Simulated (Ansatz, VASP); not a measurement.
Al in VASP and in Ansatz

File INCAR:

```
PREC     = Accurate       # precision mode
ENCUT    = 520            # plane-wave cutoff, eV
EDIFF    = 1E-6           # SCF threshold, eV
ISMEAR   = 0              # smearing method
SIGMA    = 0.15           # smearing width, eV
LREAL    = False          # projectors in reciprocal space
LASPH    = True           # aspherical terms in the spheres
NELM     = 60             # most SCF steps
ALGO     = Normal         # electronic algorithm
ISIF     = 2              # what is computed and relaxed
LWAVE    = False          # write WAVECAR
LCHARG   = False          # write CHGCAR
GGA      = PS             # functional
NBANDS   = 10             # bands
```

File KPOINTS:

```
regular mesh
0
Gamma
  18 18 10
```

POSCAR

```
Al
1.0
    2.9295000000      0.0000000000      0.0000000000
   -1.4647500000      2.5370214204      0.0000000000
    0.0000000000      0.0000000000      4.3414000000
Al
2
Direct
    0.6666666667      0.3333333333      0.7500000000
    0.3333333333      0.6666666667      0.2500000000
```

Input for Ansatz:

```yaml
crystal:
  lattice:
    - [2.9295, 0.0, 0.0]
    - [-1.46475, 2.5370214204, 0.0]
    - [0.0, 0.0, 4.3414]
  atoms:
    - { symbol: Al, position: [0.6666666667, 0.3333333333, 0.75] }
    - { symbol: Al, position: [0.3333333333, 0.6666666667, 0.25] }
basis:
  ecutwfc: 420
kpoints:
  mp_grid: { grid: [18, 18, 10] }
hamiltonian:
  xc: pbesol
  pseudopotentials: { kind: paw, azcp: { folder: soft_1 } }
scf:
  occupations: { method: gaussian, width: 0.15 }
output:
  forces: true
  stress: true
  eigenvalues: true
```

Alike in both runs: task single point; functional PBEsol; k mesh 18 × 18 × 10; occupations gaussian, width 0.15 eV; no spin polarisation.

|  | VASP | Ansatz |
| --- | --- | --- |
| version | VASP 6.6.1 | Ansatz 0.2.0 |
| potentials or method | VASP PAW PBE potentials, release 64 (Al), cutoff 520 eV | scalar-relativistic, plane waves, PAW |
| valence electrons in the cell | 6 | 6 |

Ansatz gave:

| Quantity | Value |
| --- | --- |
| gap on the k mesh at the Fermi level (eV) | none |
| pressure (GPa) | 1.9 |
| traceless stress, the component that is largest in VASP (GPa) | 5.21 |

Q: Which values does VASP return?

A: gap on the k mesh at the Fermi level (eV): none; pressure (GPa): 2.0; traceless stress, the component that is largest in VASP (GPa): 5.25.

VASP's potentials were made for PBE, not for PBEsol, and Ansatz warns of the same on its side. A gap of «none» marks a metal or a gap that the smearing closes.
